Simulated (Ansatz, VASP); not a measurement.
## Ga: VASP beside Ansatz

File INCAR:

```
SYSTEM = Ga
PREC = Accurate ; ENCUT = 520
EDIFF = 1E-7 ; ISMEAR = -1
SIGMA = 0.05 ; LREAL = .FALSE.
LASPH = .TRUE. ; NELM = 60
ALGO = Fast ; ISIF = 2
LWAVE = .FALSE. ; LCHARG = .FALSE.
GGA = PE ; NBANDS = 34
```

Contents of KPOINTS:

```
Automatic mesh
0
G
  7 7 6
  0 0 0
```

POSCAR

```
Ga
1.0
    2.2463216903     -3.8047911717      0.0000000000
    2.2463216903      3.8047911717      0.0000000000
    0.0000000000      0.0000000000      4.4936366690
Ga
4
Direct
    0.3451000000      0.6549000000      0.4190000000
    0.1549000000      0.8451000000      0.9190000000
    0.6549000000      0.3451000000      0.5810000000
    0.8451000000      0.1549000000      0.0810000000
```

Contents of input.yaml:

```yaml
crystal:
  lattice:
    - [2.2463216903, -3.8047911717, 0.0]
    - [2.2463216903, 3.8047911717, 0.0]
    - [0.0, 0.0, 4.493636669]
  atoms:
    - { symbol: Ga, position: [0.3451, 0.6549, 0.419] }
    - { symbol: Ga, position: [0.1549, 0.8451, 0.919] }
    - { symbol: Ga, position: [0.6549, 0.3451, 0.581] }
    - { symbol: Ga, position: [0.8451, 0.1549, 0.081] }
hamiltonian:
  xc: pbe
  pseudopotentials: { kind: paw }
kpoints:
  mp_grid: { grid: [7, 7, 6] }
scf:
  occupations: { method: fermi_dirac, width: 0.05 }
output:
  forces: true
  stress: true
  eigenvalues: true
  write_density: true
  write_potential: true
  elf: true
  volumetric_format: npy
```

Alike in both runs: task single point; functional PBE; k mesh 7 × 7 × 6; occupations fermi-dirac, width 0.05 eV; no spin polarisation.

|  | VASP | Ansatz |
| --- | --- | --- |
| version | VASP 6.6.1 | Ansatz 0.2.0 |
| potentials or method | VASP PAW PBE potentials, release 64 (Ga_d) | Ansatz PAW |
| plane-wave cutoff (eV) | 520 | 420 |
| valence electrons in the cell | 52 | 52 |

|  | VASP | Ansatz | Ansatz less VASP |
| --- | --- | --- | --- |
| gap on the k mesh at the Fermi level (eV) | none | none | - |
| pressure (GPa) | 3.2 | 3.1 | -0.14 |
| traceless stress, the component that is largest in VASP (GPa) | -1.04 | -1.03 | +0.005 |
| rms of the force components (eV/Å) | 0.060 | 0.062 | +0.0016 |

Atom by atom the forces differ by 0.002 eV/Å (rms over components). A gap of «none» marks a metal or a gap that the smearing closes.
